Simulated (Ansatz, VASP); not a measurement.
# Two plane-wave programs on Hf

```xyz
1
Lattice="-1.7503 1.7503 1.7503 1.7503 -1.7503 1.7503 1.7503 1.7503 -1.7503" Properties=species:S:1:pos:R:3 pbc="T T T"
Hf    0.0000    0.0000    0.0000
```

Alike in both runs: functional revPBE; dispersion D3(BJ); k mesh 9 × 9 × 9; occupations fermi-dirac, width 0.05 eV; no spin polarisation.

Ansatz relaxed the structure, and its values are those at the end. VASP's run is a single point on that final structure, the one shown.

|  | VASP | Ansatz |
| --- | --- | --- |
| version | VASP 6.6.1 | Ansatz 0.2.0 |
| potentials or method | VASP PAW PBE potentials, release 64 (Hf_pv), cutoff 520 eV | plane waves, PAW |
| valence electrons in the cell | 10 | 26 |

Ansatz gave:

| Property | Result |
| --- | --- |
| pressure (GPa) | 0.0 |

Q: Estimate VASP's values.

A: Pressure (GPa): -0.4.

VASP's potentials were made for PBE, not for revPBE. VASP's potentials hold 10 valence electrons a cell and Ansatz's 26, so a difference there can come from the potentials and not from the codes.

Neither program's run includes spin-orbit coupling.
